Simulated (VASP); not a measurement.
# Si3O in VASP: single point with PBEsol

Aim: the single point of Si3O with PBEsol.

Everything below comes from runs of VASP 6.6.1. Logs are shortened: lines on timing, memory, paths and dates and some standing lists are left out, and cuts for length are marked.

## Step 1: The cell of the first run

The cell holds a slab with vacuum, 8 atoms: a = 3.842 Å, b = 3.842 Å, c = 26.441 Å, α = 90.00°, β = 90.00°, γ = 90.00°.

## Step 2: Single point, PBEsol, collinear spin

File INCAR:

```
PREC     = Accurate       # precision mode
ENCUT    = 520            # plane-wave cutoff, eV
EDIFF    = 1E-7           # SCF threshold, eV
ISMEAR   = 0              # smearing method
SIGMA    = 0.05           # smearing width, eV
LREAL    = F              # projectors in reciprocal space
LASPH    = T              # aspherical terms in the spheres
NELM     = 150            # most SCF steps
ALGO     = Normal         # electronic algorithm
ISIF     = 2              # what is computed and relaxed
LWAVE    = F              # write WAVECAR
LCHARG   = F              # write CHGCAR
ISPIN    = 2              # spin polarisation
MAGMOM   = 0 0 0 0 0 0 2 0 # initial moments
LORBIT   = 11             # projections on sites
LDIPOL   = T            
IDIPOL   = 3            
DIPOL    = 0.5 0.5 0.489
GGA      = PS             # functional
NBANDS   = 32             # bands
KPAR     = 4
```

File KPOINTS:

```
Automatic mesh
0
Gamma
  8 8 1
```

File POSCAR:

```
Si3O
1.0
    3.8417168283      0.0000000000      0.0000000000
    0.0000000000      3.8417168283      0.0000000000
    0.0000000000      0.0000000000     26.4412600517
Si O
6 2
Direct
    0.0000000000      0.5000000000      0.3214672819
    0.0000000000      0.0000000000      0.3728359386
    0.5000000000      0.0000000000      0.4242045953
    0.5034104597      0.5005448963      0.4752843237
    0.0025010954      0.4962268686      0.5264027392
   -0.0158357206     -0.0054561481      0.5769595346
    0.5958946825      0.1501933684      0.5971229535
    0.3062305251     -0.0662933405      0.6200158151
```

Potentials or basis: VASP PAW PBE potentials, release 64 (Si, O).

On the command line:

```console
cat potpaw_PBE.64/Si/POTCAR potpaw_PBE.64/O/POTCAR > POTCAR
mpirun -np 4 vasp_std > vasp.out
```

OUTCAR:

```text
PREC = Accurate
   ENCUT = 520
   EDIFF = 1E-7
   ISMEAR = 0
   LREAL = F
   LASPH = T
   NELM = 150
   ISIF = 2
   ISPIN = 2
   LORBIT = 11
   GGA = PS

 ion  position               nearest neighbor table
   1  0.000  0.500  0.321-   2 2.35   2 2.35
   2  0.000  0.000  0.373-   1 2.35   3 2.35   1 2.35   3 2.35
   3  0.500  0.000  0.424-   4 2.35   4 2.35   2 2.35   2 2.35
   4  0.503  0.501  0.475-   5 2.35   3 2.35   3 2.35   5 2.35
   5  0.003  0.496  0.526-   6 2.34   4 2.35   6 2.35   4 2.35
   6  0.984  0.995  0.577-   7 1.69   8 1.70   5 2.34   5 2.35   7 2.48
   7  0.596  0.150  0.597-   8 1.52   6 1.69   6 2.48
   8  0.306  0.934  0.620-   7 1.52   6 1.70

  LATTYP: Found a simple tetragonal cell.
 ALAT       =     3.8417168283
 C/A-ratio  =     6.8826676284

  Lattice vectors:

 A1 = (   3.8417168283,   0.0000000000,   0.0000000000)
 A2 = (   0.0000000000,   3.8417168283,   0.0000000000)
 A3 = (   0.0000000000,   0.0000000000,  26.4412600517)

Analysis of symmetry for initial positions (statically):
=====================================================================
 Subroutine PRICEL returns:
 Original cell was already a primitive cell.

 Routine SETGRP: Setting up the symmetry group for a
 simple tetragonal supercell.

 Subroutine GETGRP returns: Found  1 space group operations
 (whereof  1 operations were pure point group operations)
 out of a pool of 16 trial point group operations.

The static configuration has the point symmetry C_1 .

Analysis of symmetry for dynamics (positions and initial velocities):
=====================================================================
 Subroutine PRICEL returns:
 Original cell was already a primitive cell.

 Routine SETGRP: Setting up the symmetry group for a
 simple tetragonal supercell.

 Subroutine GETGRP returns: Found  1 space group operations
 (whereof  1 operations were pure point group operations)
 out of a pool of 16 trial point group operations.

The dynamic configuration has the point symmetry C_1 .

Analysis of structural, dynamic, and magnetic symmetry:
=====================================================================
 Subroutine PRICEL returns:
 Original cell was already a primitive cell.

 Routine SETGRP: Setting up the symmetry group for a
 simple tetragonal supercell.

 Subroutine GETGRP returns: Found  1 space group operations
 (whereof  1 operations were pure point group operations)
 out of a pool of 16 trial point group operations.

The overall configuration has the point symmetry C_1 .

 Subroutine INISYM returns: Found  1 space group operations
 (whereof  1 operations are pure point group operations),
 and found     1 'primitive' translations

----------------------------------------------------------------------------------------

                                     Primitive cell

  volume of cell :     390.2410

  direct lattice vectors                    reciprocal lattice vectors
     3.841716828  0.000000000  0.000000000     0.260300289  0.000000000  0.000000000
     0.000000000  3.841716828  0.000000000     0.000000000  0.260300289  0.000000000
     0.000000000  0.000000000 26.441260052     0.000000000  0.000000000  0.037819680

  length of vectors
     3.841716828  3.841716828 26.441260052     0.260300289  0.260300289  0.037819680

  position of ions in fractional coordinates (direct lattice)
     0.000000000  0.500000000  0.321467282
     0.000000000  0.000000000  0.372835939
     0.500000000  0.000000000  0.424204595
     0.503410460  0.500544896  0.475284324
     0.002501095  0.496226869  0.526402739
     0.984164279  0.994543852  0.576959535
     0.595894683  0.150193368  0.597122953
     0.306230525  0.933706659  0.620015815

  ion indices of the primitive-cell ions
   primitive index   ion index
                 1           1
                 2           2
                 3           3
                 4           4
                 5           5
                 6           6
                 7           7
                 8           8

----------------------------------------------------------------------------------------

 KPOINTS: Automatic mesh

Automatic generation of k-mesh.
 Grid dimensions read from file:
 generate k-points for:    8    8    1

 Generating k-lattice:

  Cartesian coordinates                     Fractional coordinates (reciprocal lattice)
     0.032537536  0.000000000  0.000000000     0.125000000  0.000000000  0.000000000
     0.000000000  0.032537536  0.000000000     0.000000000  0.125000000  0.000000000
     0.000000000  0.000000000  0.037819680     0.000000000  0.000000000  1.000000000

  Length of vectors
     0.032537536  0.032537536  0.037819680

  Shift w.r.t. Gamma in fractional coordinates (k-lattice)
     0.000000000  0.000000000  0.000000000

 Subroutine IBZKPT returns following result:
 ===========================================

 Found     34 irreducible k-points:

 Following reciprocal coordinates:
            Coordinates               Weight
  0.000000  0.000000  0.000000      1.000000
  0.125000  0.000000  0.000000      2.000000
  0.000000  0.125000  0.000000      2.000000
  0.250000  0.000000  0.000000      2.000000
  0.000000  0.250000  0.000000      2.000000
  0.375000  0.000000  0.000000      2.000000
[... 16 lines left out ...]
 -0.250000  0.250000  0.000000      2.000000
  0.375000  0.250000  0.000000      2.000000
 [... further k-points ...]
   k-points           NKPTS =     34   k-points in BZ     NKDIM =     34   number of bands    NBANDS=     32
   number of dos      NEDOS =    301   number of ions     NIONS =      8
   total plane-waves  NPLWV = 180000
   dimension x,y,z NGX =    30 NGY =   30 NGZ =  200
   dimension x,y,z NGXF=    60 NGYF=   60 NGZF=  400
   ions per type =               6   2
   NGX,Y,Z   is equivalent  to a cutoff of  12.98, 12.98, 12.57 a.u.
   NGXF,Y,Z  is equivalent  to a cutoff of  25.96, 25.96, 25.15 a.u.
 SYSTEM =  unknown system
   PREC   = accura    normal or accurate (medium, high low for compatibility)
   ISTART =      0    job   : 0-new  1-cont  2-samecut
   ICHARG =      2    charge: 1-file 2-atom 10-const
   ISPIN  =      2    spin polarized calculation?
   LNONCOLLINEAR =      F non collinear calculations
   LSORBIT =      F    spin-orbit coupling
   LASPH  =      T    aspherical Exc in radial PAW
   ENCUT  =  520.0 eV  38.22 Ry    6.18 a.u.   7.14  7.14 49.16*2*pi/ulx,y,z
   NELM   =    150;   NELMIN=  2; NELMDL= -5     # of ELM steps
   EDIFF  = 0.1E-06   stopping-criterion for ELM
   LREAL  =      F    real-space projection
   EDIFFG = 0.1E-05   stopping-criterion for IOM
   NSW    =      0    number of steps for IOM
   IBRION =     -1    ionic relax: 0-MD 1-quasi-New 2-CG
   NFREE  =      0    steps in history (QN), initial steepest desc. (CG)
   ISIF   =      2    stress and relaxation
   ISYM   =      2    0-nonsym 1-usesym 2-fastsym
   POTIM  = 0.5000    time-step for ionic-motion
   TEBEG  =    0.0;   TEEND  =   0.0 temperature during run
   PSTRESS=    0.0 pullay stress
   NELECT =      36.0000    total number of electrons
   NUPDOWN=      -1.0000    fix difference up-down
   EMIN   =  10.00;   EMAX   =-10.00  energy-range for DOS
   EFERMI =   0.00;   METHOD = LEGACY
   ISMEAR =     0;   SIGMA  =   0.05  broadening in eV -4-tet -1-fermi 0-gaus
   EFERMI_NEDOS =   21; number of points for ismear=-14 and -15
   IALGO  =     38    algorithm
   IMIX   =      4    mixing-type and parameters
     AMIX     =   0.40;   BMIX     =  1.00
     AMIX_MAG =   1.60;   BMIX_MAG =  1.00
  volume/ion in A,a.u.               =      48.78       329.18
  Fermi-wavevector in a.u.,A,eV,Ry     =   0.739715  1.397860  7.444822  0.547179
  Thomas-Fermi vector in A             =   1.833945
   LORBIT       =     11    0 simple, 1 ext, 2 COOP (PROOUT), +10 PAW based schemes
   GGA     = PS    functional components
   LHFCALC =     F    Hartree Fock is set to
   AEXX    =    0.0000 exact exchange contribution
   IVDW    =     0    specifies the selected vdW correction
   LEPSILON=     F    determine dielectric tensor
   LRPA    =     F    only Hartree local field effects (RPA)
 spin polarized calculation
 Gauss-broadening in eV      SIGMA  =   0.05
  energy-cutoff  :      520.00
  volume of cell :      390.24
 maximum number of plane-waves:     10548
 NGX is ok and might be reduce to    30
   NGX = 15   NGY = 15   NGZ = 99

 dipolmoment           0.000000      0.000000     -0.135966 electrons x Angstroem

 number of electron      36.0000000 magnetization       0.0003098

 number of electron      36.0000000 magnetization      -0.0000017

 dipolmoment           0.000000      0.000000      0.068022 electrons x Angstroem

 Free energy of the ion-electron system (eV)
  ---------------------------------------------------
  ext. energy  EPLUGINS =         0.00000000
  ---------------------------------------------------
  free energy    TOTEN  =       -44.81854453 eV

  energy without entropy =      -44.81522419  energy(sigma->0) =      -44.81688436

 E-fermi :  -2.0338     XC(G=0):  -3.9387

 val. band max:       -2.0496442099   @ k =  -0.2500   0.1250   0.0000
 cond. band min:      -1.9238552923   @ k =   0.5000   0.0000   0.0000
 fundamental gap:      0.1257889176
 Fermi energy:        -2.0338221614

 spin component 1

 k-point     1 :       0.0000    0.0000    0.0000
  band No.  band energies     occupation
      1     -24.4506      1.00000
      2     -18.9602      1.00000
      3     -13.3759      1.00000
      4     -12.3380      1.00000
      5     -11.0962      1.00000
      6      -9.5479      1.00000
[... 781 lines left out ...]
     29       4.2234      0.00000
     30       4.4196      0.00000

 [... further k-points ...]

 spin component 2

 k-point     1 :       0.0000    0.0000    0.0000
  band No.  band energies     occupation
      1     -24.4506      1.00000
      2     -18.9602      1.00000
      3     -13.3759      1.00000
      4     -12.3380      1.00000
      5     -11.0962      1.00000
      6      -9.5479      1.00000
[... 781 lines left out ...]
     29       4.2234      0.00000
     30       4.4195      0.00000

 [... further k-points ...]

 [bands above 30 left out]

------------------------ aborting loop because EDIFF is reached ----------------------------------------

 vacuum level on the upper side and lower side of the slab       (xc-potential included)         0.345        -0.479

  FORCE on cell =-STRESS in cart. coord.  units (eV):
  Direction    XX          YY          ZZ          XY          YZ          ZX
  --------------------------------------------------------------------------------------
  -------------------------------------------------------------------------------------
  Total       -3.4403568      0.7332143     -0.2348467      1.0120003     -0.0871974     -0.0274150
  in kB      -14.1247646      3.0102921     -0.9641891      4.1548789     -0.3579987     -0.1125551
  external PRESSURE =      -4.0262206 kB  Pullay stress =       0.0000000 kB

 VOLUME and BASIS-vectors are now :
 -----------------------------------------------------------------------------
  energy-cutoff  :      520.00
  volume of cell :      390.24
      direct lattice vectors                 reciprocal lattice vectors
     3.841716828  0.000000000  0.000000000     0.260300289  0.000000000  0.000000000
     0.000000000  3.841716828  0.000000000     0.000000000  0.260300289  0.000000000
     0.000000000  0.000000000 26.441260052     0.000000000  0.000000000  0.037819680

 POSITION                                       TOTAL-FORCE (eV/Angst)
 -----------------------------------------------------------------------------------
      0.00000      1.92086      8.50000         0.025754     -0.002526      0.167242
      0.00000      0.00000      9.85825        -0.021006      0.011579     -0.103761
      1.92086      0.00000     11.21650        -0.010111      0.001131     -0.075983
      1.93396      1.92295     12.56712         0.001053     -0.002165      0.004138
      0.00961      1.90636     13.91875        -0.007093     -0.002373      0.003265
      3.78088      3.82076     15.25554        -0.005421     -0.013235     -0.062265
      2.28926      0.57700     15.78868         0.056387      0.092236     -0.048255
      1.17645      3.58704     16.39400        -0.039563     -0.084647      0.115619
 -----------------------------------------------------------------------------------
    total drift:                                0.000208     -0.000082     -0.000654

  FREE ENERGIE OF THE ION-ELECTRON SYSTEM (eV)
  ---------------------------------------------------
  free  energy   TOTEN  =       -44.8185445276 eV

  energy  without entropy=      -44.8152241900  energy(sigma->0) =      -44.81688436

 vacuum level on the upper side and lower side of the slab         4.229         3.384

 total charge

# of ion       s       p       d       tot
------------------------------------------
    1        0.858   0.722   0.000   1.580
    2        0.760   0.925   0.000   1.685
    3        0.760   0.913   0.000   1.674
    4        0.755   0.934   0.000   1.689
    5        0.758   0.951   0.000   1.709
    6        0.732   0.901   0.000   1.633
    7        1.587   3.344   0.000   4.932
    8        1.590   3.334   0.000   4.925
--------------------------------------------------
tot          7.801  12.025   0.000  19.826

 magnetization (x)

# of ion       s       p       d       tot
------------------------------------------
    1       -0.000  -0.000   0.000  -0.000
    2       -0.000  -0.000   0.000  -0.000
    3        0.000  -0.000   0.000  -0.000
    4        0.000   0.000   0.000   0.000
    5        0.000  -0.000   0.000  -0.000
    6        0.000   0.000   0.000   0.000
    7        0.000  -0.000   0.000  -0.000
    8        0.000   0.000   0.000   0.000
--------------------------------------------------
tot          0.000  -0.000   0.000  -0.000
```

Run time: 18 min. Hardware: 4 MPI ranks of Oxide Virtual Turin-like, shared host; peak memory 0.96 GiB.

What came out:

* Free energy: -44.8185 eV
* Largest force: 0.169 eV/Å
* Band gap on the k mesh: zero (filled and empty bands overlap)
* Net moment: 0.00 μB per cell
* Valence electrons inside the program's atomic spheres: Si 1.58, 1.69, 1.67, 1.71, 1.63 (each value once); O 4.93, 4.92

Forces on the atoms (eV/Å):
```
Si   0.026 -0.003  0.167
Si  -0.021  0.012 -0.104
Si  -0.010  0.001 -0.076
Si   0.001 -0.002  0.004
Si  -0.007 -0.002  0.003
Si  -0.005 -0.013 -0.062
O    0.056  0.092 -0.048
O   -0.040 -0.085  0.116
```

Caveat: the PAW data sets were made with another functional, which shifts forces and pressure a little.

The gap in the log of VASP goes by the Fermi energy; the results here count the filled bands.